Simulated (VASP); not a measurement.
# PbS (P6_3mc) in VASP: settings compared

The runs below take PbS through single point, relaxation of cell and atoms, with r2SCAN, PBEsol.

Everything below comes from runs of VASP 6.6.1. Logs are shortened: lines on timing, memory, paths and dates and some standing lists are left out, and cuts for length are marked.

## 1. The cell of the first run

It takes space group P6_3mc (No. 186, hexagonal). The conventional cell has a = 4.997 Å, b = 4.997 Å, c = 5.998 Å, α = 90.00°, β = 90.00°, γ = 120.00°. Within 3.8 Å of Pb (site symmetry 3m) lie 5 S at 2.89 to 3.02 Å. S (site symmetry 3m) has 5 Pb at 2.89 to 3.02 Å within 3.8 Å.

## 2. Single point, r2SCAN

POSCAR reads:

```
PbS
1.0
    4.9970307003      0.0000000000      0.0000000000
   -2.4985153501      4.3275555300      0.0000000000
    0.0000000000      0.0000000000      5.9976965852
Pb S
2 2
Direct
    0.3333333333      0.6666666667     -0.0640827495
    0.6666666667      0.3333333333      0.4359172505
    0.3333333333      0.6666666667      0.4390827495
    0.6666666667      0.3333333333      0.9390827495
```

INCAR.step1 reads:

```
SYSTEM = PbS
PREC = Accurate ; ENCUT = 520
ISMEAR = -1 ; SIGMA = 0.02
LREAL = .FALSE. ; LASPH = .TRUE.
NELM = 60 ; NBANDS = 28
GGA = PE ; ALGO = Normal
EDIFF = 1E-4 ; LWAVE = .TRUE.
LCHARG = .FALSE.
```

INCAR.step2 reads:

```
SYSTEM = PbS
PREC = Accurate ; ENCUT = 520
EDIFF = 1E-6 ; ISMEAR = -1
SIGMA = 0.02 ; LREAL = .FALSE.
LASPH = .TRUE. ; NELM = 60
ALGO = Normal ; ISIF = 2
LWAVE = .FALSE. ; LCHARG = .TRUE.
METAGGA = R2SCAN ; LMIXTAU = .TRUE.
LELF = .TRUE. ; LVHAR = .TRUE.
NBANDS = 28 ; ISTART = 1
```

KPOINTS reads:

```
regular mesh
0
G
  6 6 4
  0 0 0
```

Potentials or basis: VASP PAW PBE potentials, release 64 (Pb_d, S).

The run is started by

```console
$ cat potpaw_PBE.64/Pb_d/POTCAR potpaw_PBE.64/S/POTCAR > POTCAR
$ cp INCAR.step1 INCAR
$ mpirun -np 1 vasp_std > vasp.out
$ cp INCAR.step2 INCAR
$ mpirun -np 1 vasp_std > vasp.out
```

OUTCAR:

```text
SYSTEM = PbS
   PREC = Accurate
   ENCUT = 520
   EDIFF = 1E-6
   ISMEAR = -1
   LREAL = .FALSE.
   LASPH = .TRUE.
   NELM = 60
   ISIF = 2
   METAGGA = R2SCAN
   ISTART = 1

 ion  position               nearest neighbor table
   1  0.333  0.667  0.936-   4 2.89   4 2.89   4 2.89   3 2.98   3 3.02
   2  0.667  0.333  0.436-   3 2.89   3 2.89   3 2.89   4 2.98   4 3.02
   3  0.333  0.667  0.439-   2 2.89   2 2.89   2 2.89   1 2.98   1 3.02
   4  0.667  0.333  0.939-   1 2.89   1 2.89   1 2.89   2 2.98   2 3.02

  LATTYP: Found a hexagonal cell.
 ALAT       =     4.9970307003
 C/A-ratio  =     1.2002520987

  Lattice vectors:

 A1 = (   4.9970307003,   0.0000000000,   0.0000000000)
 A2 = (  -2.4985153501,   4.3275555300,   0.0000000000)
 A3 = (   0.0000000000,   0.0000000000,   5.9976965852)

Analysis of symmetry for initial positions (statically):
=====================================================================
 Subroutine PRICEL returns:
 Original cell was already a primitive cell.

 Routine SETGRP: Setting up the symmetry group for a
 hexagonal supercell.

 Subroutine GETGRP returns: Found 12 space group operations
 (whereof  6 operations were pure point group operations)
 out of a pool of 24 trial point group operations.

The static configuration has the point symmetry C_3v.
 The point group associated with its full space group is C_6v.

Analysis of symmetry for dynamics (positions and initial velocities):
=====================================================================
 Subroutine PRICEL returns:
 Original cell was already a primitive cell.

 Routine SETGRP: Setting up the symmetry group for a
 hexagonal supercell.

 Subroutine GETGRP returns: Found 12 space group operations
 (whereof  6 operations were pure point group operations)
 out of a pool of 24 trial point group operations.

The dynamic configuration has the point symmetry C_3v.
 The point group associated with its full space group is C_6v.

 Subroutine INISYM returns: Found 12 space group operations
 (whereof  6 operations are pure point group operations),
 and found     1 'primitive' translations

----------------------------------------------------------------------------------------

[... 86 lines left out ...]
   ISPIN  =      1    spin polarized calculation?
   LNONCOLLINEAR =      F non collinear calculations
   LSORBIT =      F    spin-orbit coupling
   LASPH  =      T    aspherical Exc in radial PAW
   ENCUT  =  520.0 eV  38.22 Ry    6.18 a.u.   9.29  9.29 11.15*2*pi/ulx,y,z
   NELM   =     60;   NELMIN=  2; NELMDL=  0     # of ELM steps
   EDIFF  = 0.1E-05   stopping-criterion for ELM
   LREAL  =      F    real-space projection
   EDIFFG = 0.1E-04   stopping-criterion for IOM
   NSW    =      0    number of steps for IOM
   IBRION =     -1    ionic relax: 0-MD 1-quasi-New 2-CG
   NFREE  =      0    steps in history (QN), initial steepest desc. (CG)
   ISIF   =      2    stress and relaxation
   ISYM   =      2    0-nonsym 1-usesym 2-fastsym
   POTIM  = 0.5000    time-step for ionic-motion
   TEBEG  =    0.0;   TEEND  =   0.0 temperature during run
   PSTRESS=    0.0 pullay stress
   NELECT =      40.0000    total number of electrons
   NUPDOWN=      -1.0000    fix difference up-down
   EMIN   =  10.00;   EMAX   =-10.00  energy-range for DOS
   EFERMI =   0.00;   METHOD = LEGACY
   ISMEAR =    -1;   SIGMA  =   0.02  broadening in eV -4-tet -1-fermi 0-gaus
   EFERMI_NEDOS =   21; number of points for ismear=-14 and -15
   IALGO  =     38    algorithm
   IMIX   =      4    mixing-type and parameters
     AMIX     =   0.40;   BMIX     =  1.00
     AMIX_MAG =   1.60;   BMIX_MAG =  1.00
  volume/ion in A,a.u.               =      32.42       218.81
  Fermi-wavevector in a.u.,A,eV,Ry     =   1.106068  2.090165 16.645179  1.223386
  Thomas-Fermi vector in A             =   2.242564
   LORBIT       =      0    0 simple, 1 ext, 2 COOP (PROOUT), +10 PAW based schemes
   METAGGA = R2SCAN    functional components
   LHFCALC =     F    Hartree Fock is set to
   AEXX    =    0.0000 exact exchange contribution
   IVDW    =     0    specifies the selected vdW correction
   LEPSILON=     F    determine dielectric tensor
   LRPA    =     F    only Hartree local field effects (RPA)
 non-spin polarized calculation
  energy-cutoff  :      520.00
  volume of cell :      129.70
 maximum number of plane-waves:      3508
 NGX is ok and might be reduce to    40
   NGX = 19   NGY = 19   NGZ = 23

 number of electron      39.9999997 magnetization

 Free energy of the ion-electron system (eV)
  ---------------------------------------------------
  ext. energy  EPLUGINS =         0.00000000
  ---------------------------------------------------
  free energy    TOTEN  =      -130.74705221 eV

  energy without entropy =     -130.74705221  energy(sigma->0) =     -130.74705221

 E-fermi :   4.0173     XC(G=0):  -8.9609

 val. band max:        3.5582882529   @ k =   0.3333   0.3333   0.5000
 cond. band min:       5.2872064974   @ k =   0.3333   0.3333   0.5000
 fundamental gap:      1.7289182444
 Fermi energy:         4.0173446350

 k-point     1 :       0.0000    0.0000    0.0000
  band No.  band energies     occupation
      1     -13.8271      2.00000
      2     -13.7180      2.00000
      3     -13.7180      2.00000
      4     -13.7179      2.00000
      5     -13.7179      2.00000
      6     -13.7155      2.00000
[... 640 lines left out ...]
     27      10.6542      0.00000
     28      10.6542      0.00000

------------------------ aborting loop because EDIFF is reached ----------------------------------------

  FORCE on cell =-STRESS in cart. coord.  units (eV):
  Direction    XX          YY          ZZ          XY          YZ          ZX
  --------------------------------------------------------------------------------------
  -------------------------------------------------------------------------------------
  Total       -0.0148272     -0.0148272     -0.0367420     -0.0000000     -0.0000000      0.0000000
  in kB       -0.1831594     -0.1831594     -0.4538730     -0.0000000     -0.0000000      0.0000000
  external PRESSURE =      -0.2733973 kB  Pullay stress =       0.0000000 kB

 VOLUME and BASIS-vectors are now :
 -----------------------------------------------------------------------------
  energy-cutoff  :      520.00
  volume of cell :      129.70
      direct lattice vectors                 reciprocal lattice vectors
     4.997030700  0.000000000  0.000000000     0.200118843  0.115538668  0.000000000
    -2.498515350  4.327555530  0.000000000     0.000000000  0.231077335  0.000000000
     0.000000000  0.000000000  5.997696585     0.000000000  0.000000000  0.166730675

 POSITION                                       TOTAL-FORCE (eV/Angst)
 -----------------------------------------------------------------------------------
     -0.00000      2.88504      5.61335        -0.000000      0.000000      0.001210
      2.49852      1.44252      2.61450         0.000000     -0.000000      0.001210
     -0.00000      2.88504      2.63349         0.000000     -0.000000     -0.001210
      2.49852      1.44252      5.63233        -0.000000     -0.000000     -0.001210
 -----------------------------------------------------------------------------------
    total drift:                               -0.000000      0.000000     -0.000026

  FREE ENERGIE OF THE ION-ELECTRON SYSTEM (eV)
  ---------------------------------------------------
  free  energy   TOTEN  =      -130.7470522142 eV

  energy  without entropy=     -130.7470522142  energy(sigma->0) =     -130.74705221
```

Run time: 6 min. Hardware: 1 thread of AMD EPYC 7R43 (Zen 3), shared host; peak memory 0.28 GiB.

Results:

```
Free energy            : -130.7471 eV
Pressure               : 0.0 GPa
Band gap on the k mesh : 1.73 eV, direct
```

Caveat: the PAW data sets were made with another functional, which shifts forces and pressure a little; spin-orbit coupling is left out, which moves the levels of the heavy elements.

## 3. Relaxation of cell and atoms, PBEsol

This run uses another cell than the first one, of 33.02 Å³/atom, 1.018 times its volume.

INCAR reads:

```
ALGO     = Normal         # electronic algorithm
EDIFF    = 1E-7           # SCF threshold, eV
EDIFFG   = -0.005         # ionic threshold
ENCUT    = 600            # plane-wave cutoff, eV
GGA      = PS             # functional
IBRION   = 2              # ionic algorithm
ISIF     = 3              # what is computed and relaxed
ISMEAR   = -1             # smearing method
LASPH    = T              # aspherical terms in the spheres
LCHARG   = F              # write CHGCAR
LREAL    = F              # projectors in reciprocal space
LWAVE    = F              # write WAVECAR
NELM     = 60             # most SCF steps
NSW      = 80             # ionic steps
PREC     = Accurate       # precision mode
SIGMA    = 0.02           # smearing width, eV
```

KPOINTS reads:

```
k-points
0
Gamma
  6 6 4
```

POSCAR reads:

```
PbS
1.0
    5.0252141918      0.0000000000      0.0000000000
   -2.5126070959      4.3519631495      0.0000000000
    0.0000000000      0.0000000000      6.0390364078
Pb S
2 2
Direct
    0.3333333333      0.6666666667     -0.0640864668
    0.6666666667      0.3333333333      0.4359135332
    0.3333333333      0.6666666667      0.4390864668
    0.6666666667      0.3333333333      0.9390864668
```

Potentials or basis: VASP PAW PBE potentials, release 64 (Pb_d, S).

The run is started by

```console
$ cat potpaw_PBE.64/Pb_d/POTCAR potpaw_PBE.64/S/POTCAR > POTCAR
$ mpirun -np 1 vasp_std > vasp.out
```

OUTCAR:

```text
EDIFF = 1E-7
   EDIFFG = -0.005
   ENCUT = 600
   GGA = PS
   IBRION = 2
   ISIF = 3
   ISMEAR = -1
   LASPH = T
   LREAL = F
   NELM = 60
   NSW = 80
   PREC = Accurate

 ion  position               nearest neighbor table
   1  0.333  0.667  0.936-   4 2.90   4 2.90   4 2.90   3 3.00   3 3.04
   2  0.667  0.333  0.436-   3 2.90   3 2.90   3 2.90   4 3.00   4 3.04
   3  0.333  0.667  0.439-   2 2.90   2 2.90   2 2.90   1 3.00   1 3.04
   4  0.667  0.333  0.939-   1 2.90   1 2.90   1 2.90   2 3.00   2 3.04

  LATTYP: Found a hexagonal cell.
 ALAT       =     5.0252141918
 C/A-ratio  =     1.2017470654

  Lattice vectors:

 A1 = (   5.0252141918,   0.0000000000,   0.0000000000)
 A2 = (  -2.5126070959,   4.3519631495,   0.0000000000)
 A3 = (   0.0000000000,   0.0000000000,   6.0390364078)

Analysis of symmetry for initial positions (statically):
[... 283 lines left out ...]
  free  energy   TOTEN  =       -18.4307648371 eV

  energy  without entropy=      -18.4307648371  energy(sigma->0) =      -18.43076484

[... ionic steps 4 to 13 ...]

--------------------------------------- Ionic step       14  -------------------------------------------

 number of electron      40.0000000 magnetization

------------------------ aborting loop because EDIFF is reached ----------------------------------------
[... 71 lines left out ...]
--------------------------------------- Ionic step       16  -------------------------------------------

 number of electron      40.0000000 magnetization

 Free energy of the ion-electron system (eV)
  ---------------------------------------------------
  ext. energy  EPLUGINS =         0.00000000
  ---------------------------------------------------
  free energy    TOTEN  =       -18.43092092 eV

  energy without entropy =      -18.43092092  energy(sigma->0) =      -18.43092092

 E-fermi :   4.3505     XC(G=0):  -8.7367

 val. band max:        3.9379849276   @ k =   0.3333   0.3333   0.5000
 cond. band min:       5.2256307509   @ k =   0.3333   0.3333   0.5000
 fundamental gap:      1.2876458233
 Fermi energy:         4.3504796070

 k-point     1 :       0.0000    0.0000    0.0000
  band No.  band energies     occupation
      1     -12.8312      2.00000
      2     -12.7166      2.00000
      3     -12.7166      2.00000
      4     -12.7159      2.00000
      5     -12.7159      2.00000
      6     -12.7112      2.00000
[... 587 lines left out ...]
  FREE ENERGIE OF THE ION-ELECTRON SYSTEM (eV)
  ---------------------------------------------------
  free  energy   TOTEN  =       -18.4309209196 eV

  energy  without entropy=      -18.4309209196  energy(sigma->0) =      -18.43092092

 reached required accuracy - stopping structural energy minimisation
```

Wall time 11 min (1 thread of AMD EPYC 7R43 (Zen 3), shared host); peak memory 0.29 GiB.

Results:

```
Free energy                            : -18.4309 eV
Relaxed volume                         : 31.44 Å³/atom
Relaxed cell                           : a = 4.947 Å, b = 4.947 Å, c = 5.933 Å, α = 90.00°, β = 90.00°, γ = 120.00°
Space group after relaxing (to 0.05 Å) : P6_3/mmc (No. 194)
Energy gained by relaxing              : 10.7 meV/atom
Ionic steps                            : 16
Pressure after relaxing                : 0.0 GPa
Band gap on the k mesh                 : 1.29 eV, direct
```

Step by step:
| step | energy change (eV) | largest force (eV/Å) | pressure (GPa) | volume (Å³) |
| --- | --- | --- | --- | --- |
| 1 | 0.0000 | 0.0024 | -2.05 | 132.07 |
| 2 | -0.0395 | 0.0099 | 0.60 | 124.16 |
| 3 | -0.0425 | 0.0071 | 0.00 | 125.74 |
| 4 | -0.0425 | 0.0069 | -0.05 | 125.86 |
| 5 | -0.0425 | 0.0064 | -0.04 | 125.84 |
| 6 | -0.0425 | 0.0062 | -0.04 | 125.84 |
| 7 | -0.0425 | 0.0062 | 0.01 | 125.68 |
| 8 | -0.0425 | 0.0065 | 0.01 | 125.70 |
| 9 | -0.0426 | 0.0060 | 0.01 | 125.70 |
| 10 | -0.0426 | 0.0052 | 0.01 | 125.70 |
| 11 | -0.0426 | 0.0035 | 0.01 | 125.71 |
| 12 | -0.0426 | 0.0032 | 0.01 | 125.71 |
| 13 | -0.0426 | 0.0028 | 0.00 | 125.72 |
| 14 | -0.0426 | 0.0019 | -0.01 | 125.74 |
| 15 | -0.0426 | 0.0000 | -0.02 | 125.78 |
| 16 | -0.0427 | 0.0002 | -0.01 | 125.74 |

Final structure:
```yaml
crystal:
  lattice:
    - [4.94673, 0.00000, 0.00000]
    - [-2.47337, 4.28399, 0.00000]
    - [0.00000, 0.00000, 5.93344]
  atoms:
    - { symbol: Pb, position: [0.33333, 0.66667, 0.93745] }
    - { symbol: Pb, position: [0.66667, 0.33333, 0.43745] }
    - { symbol: S, position: [0.33333, 0.66667, 0.43755] }
    - { symbol: S, position: [0.66667, 0.33333, 0.93755] }
```

Caveat: the PAW data sets were made with another functional, which shifts forces and pressure a little; spin-orbit coupling is left out, which moves the levels of the heavy elements.
